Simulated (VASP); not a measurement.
A run of VASP 6.6.1 is set up as follows.

The input INCAR:

```
PREC = Accurate
ENCUT = 520
EDIFF = 1E-8
ISMEAR = -1
SIGMA = 0.03
LREAL = F
LASPH = T
NELM = 150
ALGO = Normal
ISIF = 2
LWAVE = F
LCHARG = F
ISPIN = 2
MAGMOM = 7 7
LORBIT = 11
LMAXMIX = 6
GGA = CA
LEFG = T
NBANDS = 29
```

The input KPOINTS:

```
Automatic mesh
0
Gamma
  12 12 6
```

POSCAR

```
Gd
1.0
    3.7133611663      0.0000000000      0.0000000000
   -1.8566805832      3.2158651035      0.0000000000
    0.0000000000      0.0000000000      6.0174645942
Gd
2
Direct
    0.3333333333      0.6666666667      0.2500000000
    0.6666666667      0.3333333333      0.7500000000
```

Potentials or basis: VASP PAW PBE potentials, release 64 (Gd).

Launch:

```bash
$ cat potpaw_PBE.64/Gd/POTCAR > POTCAR
$ mpirun -np 1 vasp_std > vasp.out
```

(1) What does it give for the pressure?

(2) What does it give for the site moments?

(3) Estimate the net moment.

Answers

(1) -5.5 GPa.

(2) Gd +6.92 μB.

(3) 15.02 μB per cell.

Caveat: without QUAD_EFG the Cq values of the log hold for a quadrupole moment of 1 mb, not for the nuclei; the PAW data sets were made with another functional, which shifts forces and pressure a little.
